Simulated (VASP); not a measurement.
Input of a VASP 6.6.1 run:

Contents of INCAR:

```
SYSTEM = NbIn2S3
PREC     = Accurate       ! precision mode
ENCUT    = 600            ! plane-wave cutoff, eV
EDIFF    = 1E-6           ! SCF threshold, eV
ISMEAR   = 0              ! smearing method
SIGMA    = 0.1            ! smearing width, eV
LREAL    = .FALSE.        ! projectors in reciprocal space
LASPH    = .TRUE.         ! aspherical terms in the spheres
NELM     = 80             ! most SCF steps
ALGO     = Normal         ! electronic algorithm
ISIF     = 3              ! what is computed and relaxed
LWAVE    = .FALSE.        ! write WAVECAR
LCHARG   = .FALSE.        ! write CHGCAR
GGA      = PE             ! functional
IBRION   = 2              ! ionic algorithm
NSW      = 90             ! ionic steps
EDIFFG   = -0.04          ! ionic threshold
```

The input KPOINTS:

```
regular mesh
0
G
  6 6 2
  0 0 0
```

POSCAR

```
NbIn2S3
1.0
    3.5137048006      0.0000000000      0.0000000000
    0.0000000000      3.5137048006      0.0000000000
    0.0000000000      0.0000000000     10.4767065332
Nb In S
1 2 3
Direct
    0.5000000000      0.5000000000      0.0000000000
    0.5000000000      0.0000000000      0.7332949613
    0.0000000000      0.5000000000      0.2667050387
    0.5000000000      0.0000000000      0.3591914218
    0.0000000000      0.5000000000      0.6408085782
    0.0000000000      0.0000000000      0.0000000000
```

Potentials or basis: VASP PAW PBE potentials, release 64 (Nb_sv, In_d, S).

Run with:

```sh
$ cat potpaw_PBE.64/Nb_sv/POTCAR potpaw_PBE.64/In_d/POTCAR potpaw_PBE.64/S/POTCAR > POTCAR
$ mpirun -np 1 vasp_std > vasp.out
```

Q: Estimate the relaxed cell.

A: a = 3.529 Å, b = 3.529 Å, c = 10.378 Å, α = 90.00°, β = 90.00°, γ = 90.00°.

Q: What does it give for the space group after relaxing (to 0.05 Å)?

A: P-4m2 (No. 115).

Q: Predict the relaxed volume.

A: 21.54 Å³/atom.

Step by step:
| step | energy change (eV) | largest force (eV/Å) | pressure (GPa) | volume (Å³) |
| --- | --- | --- | --- | --- |
| 1 | 0.0000 | 0.1222 | 0.11 | 129.35 |
| 2 | -0.0037 | 0.1008 | -0.14 | 129.63 |
| 3 | -0.0055 | 0.0792 | -0.48 | 130.00 |
| 4 | -0.0075 | 0.0406 | -0.15 | 129.48 |
| 5 | -0.0077 | 0.0208 | 0.03 | 129.22 |
